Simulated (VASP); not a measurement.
Runs of VASP 6.6.1 on Ti3S2. The structure is that of space group R32 (No. 155), or close to it. The cells are those of the table. 

```csv
task,level,potentials or basis,cell,k mesh,cutoff (eV),smearing,gap on the mesh (eV),pressure (GPa),largest force (eV/Å)
single point,PBE,"VASP PAW PBE potentials, release 64 (Ti_sv, S)","a = 4.508 Å, angles 74.2°, 5 atoms",6 × 6 × 6,520,fermi-dirac 0.05 eV,none,0.1,-
single point,LDA,"VASP PAW LDA potentials, release 64 (Ti_sv, S)","a = 4.505 Å, angles 74.1°, 5 atoms",5 × 5 × 5,520,fermi-dirac 0.1 eV,none,-7.1,1.25
single point,r2SCAN,"VASP PAW PBE potentials, release 64 (Ti_sv, S)","a = 4.500 Å, angles 74.2°, 5 atoms",6 × 6 × 6,520,fermi-dirac 0.05 eV,none,(b),0.02
single point,PBE,"VASP PAW PBE potentials, release 64 (Ti_sv, S)","a = 4.505 Å, angles 74.1°, 5 atoms",5 × 5 × 5,520,methfessel-paxton 0.05 eV,none,0.4,0.06
single point,PBEsol,"VASP PAW PBE potentials, release 64 (Ti_sv, S)","a = 4.453 Å, angles 74.1°, 5 atoms",6 × 6 × 6,500,fermi-dirac 0.05 eV,none,(c),0.01
relaxation of cell and atoms,PBE,"VASP PAW PBE potentials, release 64 (Ti_sv, S)","relaxed from a = 4.505 Å, angles 74.1°, 5 atoms",6 × 6 × 6,600,fermi-dirac 0.05 eV,none,0.0,-
single point,PBE,"VASP PAW PBE potentials, release 64 (Ti_sv, S)","a = 4.505 Å, angles 74.1°, 5 atoms",6 × 6 × 6,520,fermi-dirac 0.05 eV,none,0.4,0.04
single point,PBEsol,"VASP PAW PBE potentials, release 64 (Ti_sv, S)","a = 4.505 Å, angles 74.1°, 5 atoms",6 × 6 × 6,520,fermi-dirac 0.05 eV,none,(a),0.04
```

Alike in all rows: no spin polarisation.

Question: Estimate the missing entries.

Answer: (a) -4.3; (b) 0.5; (c) 0.2.

Caveats: the PAW data sets were made with another functional, which shifts forces and pressure a little (some runs); forces of over 1 eV/Å act on the atoms, so gaps and moduli don't describe the material at rest (some runs).

A gap of «none» marks levels without a gap at the run's occupations.
